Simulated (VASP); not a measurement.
A run of VASP 6.6.1:

INCAR

```
SYSTEM = Ta
PREC     = Accurate       ! precision mode
ENCUT    = 520            ! plane-wave cutoff, eV
EDIFF    = 1E-7           ! SCF threshold, eV
ISMEAR   = -1             ! smearing method
SIGMA    = 0.1            ! smearing width, eV
LREAL    = .FALSE.        ! projectors in reciprocal space
LASPH    = .TRUE.         ! aspherical terms in the spheres
NELM     = 80             ! most SCF steps
ALGO     = Normal         ! electronic algorithm
ISIF     = 2              ! what is computed and relaxed
LWAVE    = .FALSE.        ! write WAVECAR
LCHARG   = .TRUE.         ! write CHGCAR
GGA      = PE             ! functional
LELF     = .TRUE.         ! ELF
LVHAR    = .TRUE.       
NBANDS   = 12             ! bands
```

The input KPOINTS:

```
Automatic mesh
0
G
  22 22 22
  0 0 0
```

The input POSCAR:

```
Ta
1.0
   -1.6607181506      1.6607181506      1.6607181506
    1.6607181506     -1.6607181506      1.6607181506
    1.6607181506      1.6607181506     -1.6607181506
Ta
1
Direct
    0.0000000000      0.0000000000      0.0000000000
```

Potentials or basis: VASP PAW PBE potentials, release 64 (Ta_pv).

Command:

```console
$ cat potpaw_PBE.64/Ta_pv/POTCAR > POTCAR
$ mpirun -np 1 vasp_std > vasp.out
```

Hardware: 1 thread of Intel Xeon 6975P-C, with other jobs on the host.

Task: Estimate the wall time of this run.

Result: Wall time 32 s on 1 thread of Intel Xeon 6975P-C, on a shared host, peak memory 0.2 GiB. Counts: scf iterations 13, k points 328.
